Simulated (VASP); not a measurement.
Ni:

```
Ni
1.0
     2.44802    0.00000    0.00000
    -1.22401    2.12005    0.00000
     0.00000    0.00000    4.07281
Ni
2
Direct
  0.66667 0.33333 0.75000
  0.33333 0.66667 0.25000
```

Base run:

| Quantity | Value |
| --- | --- |
| Program | VASP 6.6.1 |
| Functional | r2SCAN |
| Potentials or basis | VASP PAW PBE potentials, release 64 (Ni) |
| Cutoff | 520 eV |
| k mesh | 10 × 10 × 6 |
| Occupations | methfessel-paxton, width 0.025 eV |
| Spin | collinear spin, ferromagnetic start |
| Starting moments | [1.0, 1.0] μB |

Its results: pressure -0.1 GPa; net moment 1.36 μB per cell; site moments Ni +0.70 μB.

Question: The run is repeated on the same cell with these changes: k mesh from 10 × 10 × 6 to 7 × 7 × 4; occupations from methfessel-paxton, width 0.025 eV to fermi-dirac, width 0.05 eV. What comes out?

Answer: Pressure 0.4 GPa; net moment 1.65 μB per cell; site moments Ni +0.84 μB.

Caveats: some runs use coarse meshes; the PAW data sets were made with another functional, which shifts forces and pressure a little.
